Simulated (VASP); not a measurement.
Set up this calculation in VASP 6.6.1, as the native input.

| Item | Value |
| --- | --- |
| Task | relaxation of cell and atoms |
| Functional | PBE |
| Potentials or basis | VASP PAW PBE potentials, release 64 (Sb, P) |
| Cutoff | 600 eV |
| k mesh | 10 × 10 × 10 |
| Occupations | gaussian, width 0.1 eV |
| Spin | no spin polarisation |
| Dipole correction | no |
| Further INCAR settings | ALGO = Normal; EDIFF = 1e-06; IBRION = 2; EDIFFG = -0.01; NSW = 100; ISIF = 3 |

The structure of Sb3P lies in POSCAR:

```
Sb3P
1.0
    4.6189793547      0.0000000000      0.0000000000
    0.0000000000      4.6189793547      0.0000000000
    0.0000000000      0.0000000000      4.6189793547
Sb P
3 1
Direct
    0.0000000000      0.5000000000      0.5000000000
    0.5000000000      0.0000000000      0.5000000000
    0.5000000000      0.5000000000      0.0000000000
    0.0000000000      0.0000000000      0.0000000000
```

One way to write it, as run:

INCAR

```
PREC = Accurate ; ENCUT = 600
EDIFF = 1E-6 ; ISMEAR = 0
SIGMA = 0.1 ; LREAL = F
LASPH = T ; NELM = 80
ALGO = Normal ; ISIF = 3
LWAVE = F ; LCHARG = F
GGA = PE ; IBRION = 2
NSW = 100 ; EDIFFG = -0.01
```

KPOINTS

```
regular mesh
0
Gamma
  10 10 10
```

Potentials or basis: VASP PAW PBE potentials, release 64 (Sb, P).

Command:

```sh
$ cat potpaw_PBE.64/Sb/POTCAR potpaw_PBE.64/P/POTCAR > POTCAR
$ mpirun -np 1 vasp_std > vasp.out
```

It gave:

The relaxed volume is 24.40 Å³/atom. The relaxed cell is a = 4.604 Å, b = 4.604 Å, c = 4.604 Å, α = 90.00°, β = 90.00°, γ = 90.00°. The space group after relaxing (to 0.1 Å) is Pm-3m (No. 221). The energy gained by relaxing is 0.5 meV/atom. The ionic steps are 3, the pressure after relaxing is 0.0 GPa and the band gap on the k mesh is zero (bands 10 and 11 overlap by 3.73 eV).

Caveat: spin-orbit coupling is left out, which moves the levels of the heavy elements.

It took 100 s on 1 thread of Intel(R) Xeon(R) 6975P-C (Granite Rapids) (shared host), peak memory 0.3 GiB.
